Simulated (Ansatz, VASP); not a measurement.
# MgZn2O6 in VASP and in Ansatz

```
Mg Zn O
1.0
     0.00000    3.86136    3.86136
     3.86136    0.00000    3.86136
     3.86136    3.86136    0.00000
Mg Zn O
1 2 6
Direct
  0.00000 0.00000 0.00000
  0.75000 0.75000 0.75000
  0.25000 0.25000 0.25000
  0.50000 0.00000 0.00000
  0.00000 0.50000 0.00000
  0.00000 0.00000 0.50000
  0.00000 0.50000 0.50000
  0.50000 0.00000 0.50000
  0.50000 0.50000 0.00000
```

Alike in both runs: functional PBE; k mesh 8 × 8 × 8; occupations gaussian, width 0.1 eV; collinear spin.

Ansatz relaxed the structure, and its values are those at the end. VASP's run is a single point on that final structure, the one shown.

```csv
,VASP,Ansatz
version,VASP 6.6.1,Ansatz 0.2.0
potentials or method,"VASP PAW PBE potentials, release 64 (Mg, Zn, O), cutoff 520 eV","scalar-relativistic, plane waves, PAW"
valence electrons in the cell,62,70
```

|  | VASP | Ansatz | Ansatz less VASP |
| --- | --- | --- | --- |
| gap on the k mesh at the Fermi level (eV) | none | none | - |
| pressure (GPa) | 1.1 | 0.0 | -1.02 |
| net moment per atom (μB) | 0.51 | 0.50 | -0.007 |
| size of the moment on the site where the two differ most (μB) | 0.64 | 0.66 | +0.019 |

Site moments also hang on the region over which each program counts them. A gap of «none» marks a metal or a gap that the smearing closes. VASP's potentials hold 62 valence electrons a cell and Ansatz's 70, so a difference there can come from the potentials and not from the codes.
